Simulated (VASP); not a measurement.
BaTe, 2 atoms in the cell. It takes space group Fm-3m (No. 225, cubic). Conventional cell: a = 6.954 Å, b = 6.954 Å, c = 6.954 Å, α = 90.00°, β = 90.00°, γ = 90.00°. Ba (site symmetry m-3m) has 6 Te at 3.48 Å within 4.6 Å. Te (site symmetry m-3m) has 6 Ba at 3.48 Å within 4.6 Å. 

| Quantity | Value |
| --- | --- |
| Program | VASP 6.6.1 |
| Task | single point |
| Functional | LDA |
| Potentials or basis | VASP PAW LDA potentials, release 64 (Ba_sv, Te) |
| Cutoff | 520 eV |
| k mesh | 7 × 7 × 7 |
| Occupations | fermi-dirac, width 0.05 eV |
| Spin | no spin polarisation |
| Dipole correction | no |
| Further INCAR settings | ALGO = Normal; EDIFF = 1e-06; NBANDS = 15 |

Potentials or basis: VASP PAW LDA potentials, release 64 (Ba_sv, Te).

Launch:

```bash
$ cat potpaw_LDA.64/Ba_sv/POTCAR potpaw_LDA.64/Te/POTCAR > POTCAR
$ mpirun -np 1 vasp_std > vasp.out
```

Hardware: 1 thread of Intel(R) Xeon(R) Platinum 8488C (Sapphire Rapids) (shared host).

Task: Estimate the wall time of this run.

Result: It took 23 s on 1 thread of Intel(R) Xeon(R) Platinum 8488C (Sapphire Rapids) (shared host), peak memory 0.2 GiB. Counts: scf iterations 13, k points 20.
